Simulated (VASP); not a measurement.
A run of VASP 6.6.1:

The input INCAR:

```
PREC = Accurate ; ENCUT = 520
EDIFF = 1E-7 ; ISMEAR = 0
SIGMA = 0.1 ; LREAL = Auto
LASPH = T ; NELM = 80
ALGO = Fast ; ISIF = 2
LWAVE = F ; LCHARG = F
GGA = PE ; NBANDS = 134
ISYM = 0
```

KPOINTS

```
Automatic mesh
0
Gamma
  2 2 2
  0.5 0.5 0.5
```

The input POSCAR:

```
Hf7Ti3AlMo2W7
1.0
   -4.9816393547      4.8861372516     -1.7139265670
   -4.9401415301     -1.6704812817      4.8919796338
    1.7568956992      4.9265100018      4.9738502086
Al Ti Mo Hf W
1 3 2 7 7
Direct
    0.0842148044      0.1011377084      0.6116819143
    0.5452017693      0.5006202355      0.9852310057
    0.0891090966      0.6081460368      0.0952365215
    0.0001544659      0.5037835673      0.5390444056
    0.2993258431      0.7963508659      0.2997027746
    0.1892143539      0.7037154391      0.6904477756
    0.6001914477      0.0992385550      0.0914555782
    0.8178989981      0.3198439802      0.3015099745
    0.3927808383      0.4093012705      0.3817164455
    0.4917111190      0.9930634589      0.5049168430
    0.9019929772      0.8879457792      0.3926259657
    0.2983515478      0.3153267823      0.8102485169
    0.3821002637      0.8800126969      0.9038248998
    0.9969089396      1.0028037549     -0.0020198634
    0.1944546755      0.1623170549      0.2003325461
    0.6860036695      0.7063059500      0.1963555273
    0.6084382159      0.5996172467      0.6031843034
    0.6996239940      0.2178170412      0.7010764154
    0.8006712238      0.8006244219      0.7983116884
    0.9042079719      0.3944865861      0.9001206465
```

Potentials or basis: VASP PAW PBE potentials, release 64 (Al, Ti_sv, Mo_sv, Hf_pv, W_sv).

Command:

```bash
$ cat potpaw_PBE.64/Al/POTCAR potpaw_PBE.64/Ti_sv/POTCAR potpaw_PBE.64/Mo_sv/POTCAR potpaw_PBE.64/Hf_pv/POTCAR potpaw_PBE.64/W_sv/POTCAR > POTCAR
$ mpirun -np 1 vasp_std > vasp.out
```

Hardware: 1 thread of Intel(R) Xeon(R) 6975P-C (Granite Rapids), on a shared host.

Question: How long does it take, and how much memory?

Answer: Wall time 13 min on 1 thread of Intel(R) Xeon(R) 6975P-C (Granite Rapids) (shared host), peak memory 0.5 GiB. Counts: scf iterations 53, k points 4.
